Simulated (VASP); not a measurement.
Input of a VASP 6.6.1 run:

File INCAR:

```
SYSTEM = Y2WC6
PREC = Accurate
ENCUT = 520
EDIFF = 1E-7
ISMEAR = 0
SIGMA = 0.1
LREAL = .False.
LASPH = .True.
NELM = 60
ALGO = Normal
ISIF = 2
LWAVE = .False.
LCHARG = .True.
GGA = PE
LELF = .True.
LVHAR = .True.
NBANDS = 40
```

The input KPOINTS:

```
Automatic mesh
0
Gamma
  4 4 4
  0 0 0
```

The input POSCAR:

```
Y2WC6
1.0
    0.0000000000      3.9363614100      3.9363614100
    3.9363614100      0.0000000000      3.9363614100
    3.9363614100      3.9363614100      0.0000000000
Y W C
2 1 6
Direct
    0.2500000000      0.2500000000      0.2500000000
    0.7500000000      0.7500000000      0.7500000000
    0.5000000000      0.5000000000      0.5000000000
    0.5000000000      0.0000000000      0.0000000000
    0.0000000000      0.5000000000      0.5000000000
    0.0000000000      0.5000000000      0.0000000000
    0.5000000000      0.0000000000      0.5000000000
    0.0000000000      0.0000000000      0.5000000000
    0.5000000000      0.5000000000      0.0000000000
```

Potentials or basis: VASP PAW PBE potentials, release 64 (Y_sv, W_sv, C).

Launch:

```sh
$ cat potpaw_PBE.64/Y_sv/POTCAR potpaw_PBE.64/W_sv/POTCAR potpaw_PBE.64/C/POTCAR > POTCAR
$ mpirun -np 1 vasp_std > vasp.out
```

Problem. Estimate the pressure.

Solution. 29.1 GPa.

Problem. Predict the band gap on the k mesh.

Solution. Zero (bands 30 and 31 overlap by 0.68 eV).

Caveat: the cell stands under pressure; spin-orbit coupling is left out, which moves the levels of the heavy elements.
